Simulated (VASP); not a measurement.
# Zr (P6_3/mmc) in VASP: a series of runs

The runs below take Zr through single point, relaxation of cell and atoms, with PBE.

Everything below comes from runs of VASP 6.6.1. Logs are shortened: lines on timing, memory, paths and dates and some standing lists are left out, and cuts for length are marked.

## (1) The cell of the first run

It takes space group P6_3/mmc (No. 194, hexagonal). The conventional cell has a = 3.228 Å, b = 3.228 Å, c = 5.183 Å, α = 90.00°, β = 90.00°, γ = 120.00°. Zr (site symmetry -6m2) has 12 Zr at 3.19 to 3.23 Å within 4.2 Å.

## (2) Single point, PBE

INCAR reads:

```
PREC     = Accurate       # precision mode
ENCUT    = 520            # plane-wave cutoff, eV
EDIFF    = 1E-7           # SCF threshold, eV
ISMEAR   = -1             # smearing method
SIGMA    = 0.05           # smearing width, eV
LREAL    = F              # projectors in reciprocal space
LASPH    = T              # aspherical terms in the spheres
NELM     = 80             # most SCF steps
ALGO     = Normal         # electronic algorithm
ISIF     = 2              # what is computed and relaxed
LWAVE    = F              # write WAVECAR
LCHARG   = T              # write CHGCAR
GGA      = PE             # functional
LELF     = T              # ELF
LVHAR    = T            
NBANDS   = 19             # bands
```

KPOINTS reads:

```
regular mesh
0
Gamma
  9 9 5
```

POSCAR reads:

```
Zr
1.0
    3.2284707142      0.0000000000      0.0000000000
   -1.6142353571      2.7959376539      0.0000000000
    0.0000000000      0.0000000000      5.1832572876
Zr
2
Direct
    0.6666666667      0.3333333333      0.7500000000
    0.3333333333      0.6666666667      0.2500000000
```

Potentials or basis: VASP PAW PBE potentials, release 64 (Zr_sv).

On the command line:

```bash
$ cat potpaw_PBE.64/Zr_sv/POTCAR > POTCAR
$ mpirun -np 1 vasp_std > vasp.out
```

OUTCAR:

```text
PREC = Accurate
   ENCUT = 520
   EDIFF = 1E-7
   ISMEAR = -1
   LREAL = F
   LASPH = T
   NELM = 80
   ISIF = 2
   GGA = PE

 ion  position               nearest neighbor table
   1  0.667  0.333  0.750-   2 3.19   2 3.19   2 3.19   2 3.19   2 3.19   2 3.19
   2  0.333  0.667  0.250-   1 3.19   1 3.19   1 3.19   1 3.19   1 3.19   1 3.19

  LATTYP: Found a hexagonal cell.
 ALAT       =     3.2284707142
 C/A-ratio  =     1.6054837558

  Lattice vectors:

 A1 = (   3.2284707142,   0.0000000000,   0.0000000000)
 A2 = (  -1.6142353571,   2.7959376539,   0.0000000000)
 A3 = (   0.0000000000,   0.0000000000,   5.1832572876)

Analysis of symmetry for initial positions (statically):
=====================================================================
 Subroutine PRICEL returns:
 Original cell was already a primitive cell.

 Routine SETGRP: Setting up the symmetry group for a
 hexagonal supercell.

 Subroutine GETGRP returns: Found 24 space group operations
 (whereof 12 operations were pure point group operations)
 out of a pool of 24 trial point group operations.

The static configuration has the point symmetry D_3d.
 The point group associated with its full space group is D_6h.

Analysis of symmetry for dynamics (positions and initial velocities):
=====================================================================
 Subroutine PRICEL returns:
 Original cell was already a primitive cell.

 Routine SETGRP: Setting up the symmetry group for a
 hexagonal supercell.

 Subroutine GETGRP returns: Found 24 space group operations
 (whereof 12 operations were pure point group operations)
 out of a pool of 24 trial point group operations.

The dynamic configuration has the point symmetry D_3d.
 The point group associated with its full space group is D_6h.

 Subroutine INISYM returns: Found 24 space group operations
 (whereof 12 operations are pure point group operations),
 and found     1 'primitive' translations

----------------------------------------------------------------------------------------

                                     Primitive cell

  volume of cell :      46.7872

  direct lattice vectors                    reciprocal lattice vectors
     3.228470714  0.000000000  0.000000000     0.309744176  0.178830883  0.000000000
    -1.614235357  2.795937654  0.000000000     0.000000000  0.357661766  0.000000000
[... 74 lines left out ...]
   NGXF,Y,Z  is equivalent  to a cutoff of  24.72, 24.72, 25.66 a.u.
 SYSTEM =  unknown system
   PREC   = accura    normal or accurate (medium, high low for compatibility)
   ISTART =      0    job   : 0-new  1-cont  2-samecut
   ICHARG =      2    charge: 1-file 2-atom 10-const
   ISPIN  =      1    spin polarized calculation?
   LNONCOLLINEAR =      F non collinear calculations
   LSORBIT =      F    spin-orbit coupling
   LASPH  =      T    aspherical Exc in radial PAW
   ENCUT  =  520.0 eV  38.22 Ry    6.18 a.u.   6.00  6.00  9.64*2*pi/ulx,y,z
   NELM   =     80;   NELMIN=  2; NELMDL= -5     # of ELM steps
   EDIFF  = 0.1E-06   stopping-criterion for ELM
   LREAL  =      F    real-space projection
   EDIFFG = 0.1E-05   stopping-criterion for IOM
   NSW    =      0    number of steps for IOM
   IBRION =     -1    ionic relax: 0-MD 1-quasi-New 2-CG
   NFREE  =      0    steps in history (QN), initial steepest desc. (CG)
   ISIF   =      2    stress and relaxation
   ISYM   =      2    0-nonsym 1-usesym 2-fastsym
   POTIM  = 0.5000    time-step for ionic-motion
   TEBEG  =    0.0;   TEEND  =   0.0 temperature during run
   PSTRESS=    0.0 pullay stress
   NELECT =      24.0000    total number of electrons
   NUPDOWN=      -1.0000    fix difference up-down
   EMIN   =  10.00;   EMAX   =-10.00  energy-range for DOS
   EFERMI =   0.00;   METHOD = LEGACY
   ISMEAR =    -1;   SIGMA  =   0.05  broadening in eV -4-tet -1-fermi 0-gaus
   EFERMI_NEDOS =   21; number of points for ismear=-14 and -15
   IALGO  =     38    algorithm
   IMIX   =      4    mixing-type and parameters
     AMIX     =   0.40;   BMIX     =  1.00
     AMIX_MAG =   1.60;   BMIX_MAG =  1.00
  volume/ion in A,a.u.               =      23.39       157.87
  Fermi-wavevector in a.u.,A,eV,Ry     =   1.310498  2.476481 23.366697  1.717404
  Thomas-Fermi vector in A             =   2.441024
   LORBIT       =      0    0 simple, 1 ext, 2 COOP (PROOUT), +10 PAW based schemes
   GGA     = PE    functional components
   LHFCALC =     F    Hartree Fock is set to
   AEXX    =    0.0000 exact exchange contribution
   IVDW    =     0    specifies the selected vdW correction
   LEPSILON=     F    determine dielectric tensor
   LRPA    =     F    only Hartree local field effects (RPA)
 non-spin polarized calculation
  energy-cutoff  :      520.00
  volume of cell :       46.79
 maximum number of plane-waves:      1290
   NGX = 13   NGY = 13   NGZ = 19

 number of electron      24.0000001 magnetization

 Free energy of the ion-electron system (eV)
  ---------------------------------------------------
  ext. energy  EPLUGINS =         0.00000000
  ---------------------------------------------------
  free energy    TOTEN  =       -17.05464611 eV

  energy without entropy =      -17.03896344  energy(sigma->0) =      -17.04680478

 E-fermi :   8.9442     XC(G=0): -11.0604

 val. band max:        8.9261038448   @ k =   0.0000   0.0000   0.4000
 cond. band min:       8.9657438246   @ k =   0.1111   0.0000   0.4000
 fundamental gap:      0.0396399798
 Fermi energy:         8.9442373951

 k-point     1 :       0.0000    0.0000    0.0000
  band No.  band energies     occupation
      1     -39.9066      2.00000
      2     -39.7598      2.00000
      3     -18.4130      2.00000
      4     -17.5557      2.00000
      5     -17.5557      2.00000
      6     -17.4380      2.00000
[... 505 lines left out ...]
      6     -17.8412      2.00000
[... 11 lines left out ...]
     18      13.2994      0.00000
     19      15.6553      0.00000

 [... further k-points ...]
[... 5 lines left out ...]
  --------------------------------------------------------------------------------------
  -------------------------------------------------------------------------------------
  Total       -0.0058327     -0.0058327     -0.0019027      0.0000000      0.0000000      0.0000000
  in kB       -0.1997347     -0.1997347     -0.0651544      0.0000000      0.0000000      0.0000000
  external PRESSURE =      -0.1548746 kB  Pullay stress =       0.0000000 kB

 VOLUME and BASIS-vectors are now :
 -----------------------------------------------------------------------------
  energy-cutoff  :      520.00
  volume of cell :       46.79
      direct lattice vectors                 reciprocal lattice vectors
     3.228470714  0.000000000  0.000000000     0.309744176  0.178830883  0.000000000
    -1.614235357  2.795937654  0.000000000     0.000000000  0.357661766  0.000000000
     0.000000000  0.000000000  5.183257288     0.000000000  0.000000000  0.192928876

 POSITION                                       TOTAL-FORCE (eV/Angst)
 -----------------------------------------------------------------------------------
      1.61424      0.93198      3.88744         0.000000      0.000000      0.000000
     -0.00000      1.86396      1.29581        -0.000000     -0.000000      0.000000
 -----------------------------------------------------------------------------------
    total drift:                               -0.000000      0.000000     -0.000000

  FREE ENERGIE OF THE ION-ELECTRON SYSTEM (eV)
  ---------------------------------------------------
  free  energy   TOTEN  =       -17.0546461111 eV

  energy  without entropy=      -17.0389634449  energy(sigma->0) =      -17.04680478
```

OSZICAR:

```text
N       E                     dE             d eps       ncg     rms          rms(c)
DAV:   1     0.214111356448E+03    0.21411E+03   -0.13342E+04  1368   0.126E+03
DAV:   2    -0.144132780261E+01   -0.21555E+03   -0.21139E+03  1632   0.366E+02
DAV:   3    -0.173477867383E+02   -0.15906E+02   -0.15717E+02  2444   0.715E+01
DAV:   4    -0.177577527023E+02   -0.40997E+00   -0.40947E+00  1608   0.118E+01
DAV:   5    -0.177710053734E+02   -0.13253E-01   -0.13251E-01  2012   0.146E+00    0.142E+01
DAV:   6    -0.171673996852E+02    0.60361E+00   -0.93985E-01  1466   0.732E+00    0.557E+00
DAV:   7    -0.170484920241E+02    0.11891E+00   -0.59924E-01  1933   0.512E+00    0.113E+00
DAV:   8    -0.170545554333E+02   -0.60634E-02   -0.40202E-02  1776   0.147E+00    0.245E-01
DAV:   9    -0.170546891769E+02   -0.13374E-03   -0.14768E-03  1792   0.339E-01    0.313E-02
DAV:  10    -0.170546460180E+02    0.43159E-04   -0.38406E-05  1831   0.361E-02    0.233E-02
DAV:  11    -0.170546463850E+02   -0.36698E-06   -0.92384E-06  1549   0.330E-02    0.257E-03
DAV:  12    -0.170546464858E+02   -0.10086E-06   -0.39397E-07  1525   0.405E-03    0.244E-03
DAV:  13    -0.170546461503E+02    0.33549E-06   -0.46264E-08   860   0.175E-03    0.670E-04
DAV:  14    -0.170546461111E+02    0.39222E-07   -0.13826E-08   825   0.104E-03
   1 F= -.17054646E+02 E0= -.17046805E+02  d E =-.156827E-01
```

It took 12 s on 1 thread of Intel Xeon 6975P-C (Granite Rapids), shared host; peak memory 0.16 GiB.

What came out:

```yaml
Free_energy: -17.0546 eV
Pressure: 0.0 GPa
Band_gap_on_the_k_mesh: zero (bands 12 and 13 overlap by 1.14 eV)
```

## (3) Relaxation of cell and atoms, PBE

This run uses another cell than the first one, of 23.28 Å³/atom.

INCAR reads:

```
PREC = Accurate
ENCUT = 600
EDIFF = 1E-6
ISMEAR = -1
SIGMA = 0.05
LREAL = False
LASPH = True
NELM = 60
ALGO = Normal
ISIF = 3
LWAVE = False
LCHARG = False
GGA = PE
IBRION = 2
NSW = 80
EDIFFG = -0.005
```

KPOINTS is that of step 2.

POSCAR reads:

```
Zr
1.0
    3.2320000000      0.0000000000      0.0000000000
   -1.6160000000      2.7989941050      0.0000000000
    0.0000000000      0.0000000000      5.1470000000
Zr
2
Direct
    0.6666666667      0.3333333333      0.7500000000
    0.3333333333      0.6666666667      0.2500000000
```

Potentials or basis: VASP PAW PBE potentials, release 64 (Zr_sv).

On the command line:

```bash
$ cat potpaw_PBE.64/Zr_sv/POTCAR > POTCAR
$ mpirun -np 1 vasp_std > vasp.out
```

It took 47 s on 1 thread of Intel Xeon 6975P-C (Granite Rapids), shared host; peak memory 0.19 GiB.

The run converged. Its results:

* Free energy: -17.0547 eV
* Relaxed volume: 23.39 Å³/atom
* Relaxed cell: a = 3.228 Å, b = 3.228 Å, c = 5.183 Å, α = 90.00°, β = 90.00°, γ = 120.00°
* Space group after relaxing (to 0.1 Å): P6_3/mmc (No. 194)
* Energy gained by relaxing: 0.5 meV/atom
* Ionic steps: 5
* Pressure after relaxing: 0.0 GPa
* Band gap on the k mesh: zero (bands 12 and 13 overlap by 1.14 eV)

The path:
```csv
step,energy change (eV),largest force (eV/Å),pressure (GPa),volume (Å³)
1,0.0000,0.0000,0.50,46.56
2,-0.0005,0.0000,-0.54,47.06
3,-0.0008,0.0000,-0.16,46.87
4,-0.0010,0.0000,-0.02,46.80
5,-0.0010,0.0000,0.00,46.78
```

Final structure:
```
Zr
1.0
     3.22829    0.00000    0.00000
    -1.61415    2.79578    0.00000
     0.00000    0.00000    5.18320
Zr
2
Direct
  0.66667 0.33333 0.75000
  0.33333 0.66667 0.25000
```

Levels at points of the mesh, in eV from the Fermi level:
| k point | band 10 | band 11 | band 12 | band 13 | band 14 | band 15 |
| --- | --- | --- | --- | --- | --- | --- |
| (0.00, 0.00, 0.00) | -3.03 | 0.87 | 0.87 | 0.94 | 1.09 | 1.54 |

[end of part 1 of 2]

The gap in the log of VASP goes by the Fermi energy; the results here count the filled bands.